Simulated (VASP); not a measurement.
Crystal: BaS.

```
Ba S
1.0
     0.00000    3.19375    3.19375
     3.19375    0.00000    3.19375
     3.19375    3.19375    0.00000
Ba S
1 1
Direct
  0.00000 0.00000 0.00000
  0.50000 0.50000 0.50000
```

* Program: VASP 6.6.1
* Task: relaxation of cell and atoms
* Functional: PBE
* Potentials or basis: VASP PAW PBE potentials, release 64 (Ba_sv, S)
* Cutoff: 600 eV
* k mesh: 7 × 7 × 7
* Occupations: fermi-dirac, width 0.05 eV
* Spin: no spin polarisation

At the start: pressure 1.4 GPa; volume 32.58 Å³/atom.

Where does the relaxation end?

Over 3 steps the energy falls by 4.7 meV/atom and the volume is 33.65 Å³/atom (+3.3 %); space group Fm-3m (No. 225, to 0.05 Å).

The path:
```
step  energy change (eV)  largest force (eV/Å)  pressure (GPa)  volume (Å³)
   1              0.0000                0.0000            1.44        65.15
   2             -0.0085                0.0000           -0.39        67.95
   3             -0.0093                0.0000            0.00        67.29
```

Final structure:
```
Ba S
1.0
     0.00000    3.22834    3.22834
     3.22834    0.00000    3.22834
     3.22834    3.22834    0.00000
Ba S
1 1
Direct
  0.00000 0.00000 0.00000
  0.50000 0.50000 0.50000
```
